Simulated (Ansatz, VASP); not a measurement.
## One calculation of ZnS, two programs

```
CELL_PARAMETERS angstrom
3.83029 0.00000 0.00000
-1.91514 3.31713 0.00000
0.00000 0.00000 25.08095
ATOMIC_POSITIONS crystal
Zn 0.33333 0.66667 0.12512
Zn 0.00000 0.00000 0.00016
Zn 0.66667 0.33333 0.62505
Zn 0.66667 0.33333 0.87514
Zn 0.00000 0.00000 0.75002
Zn 0.33333 0.66667 0.50008
Zn 0.00000 0.00000 0.37509
Zn 0.66667 0.33333 0.25013
S 0.66667 0.33333 0.34372
S 0.66667 0.33333 0.71858
S 0.33333 0.66667 0.21873
S 0.00000 0.00000 0.84367
S 0.66667 0.33333 0.96881
S 0.00000 0.00000 0.09373
S 0.33333 0.66667 0.59369
S 0.00000 0.00000 0.46869
```

Change from the starting cell: volume scaled by 1.02.

Alike in both runs: task electric field gradients; functional PBE; k mesh 8 × 8 × 2; occupations fermi-dirac, width 0.02 eV; no spin polarisation.

|  | VASP | Ansatz |
| --- | --- | --- |
| version | VASP 6.6.1 | Ansatz 0.2.0 |
| potentials or method | VASP PAW PBE potentials, release 64 (Zn, S) | plane-wave PAW, scalar-relativistic |
| plane-wave cutoff (eV) | 520 | 420 |
| valence electrons in the cell | 144 | 144 |

|  | VASP | Ansatz | Ansatz less VASP |
| --- | --- | --- | --- |
| gap on the k mesh at the Fermi level (eV) | 2.08 | 2.08 | -0.005 |
| pressure (GPa) | 1.1 | 0.9 | -0.15 |
| traceless stress, the component that is largest in VASP (GPa) | -0.04 | -0.05 | -0.008 |
| rms of the force components (eV/Å) | 0.004 | 0.004 | 0.0000 |
| size of Vzz on the site where it differs most (V/Å²) | 2.9 | 3.0 | +0.09 |

Atom by atom the forces differ by 0.001 eV/Å (rms over components).
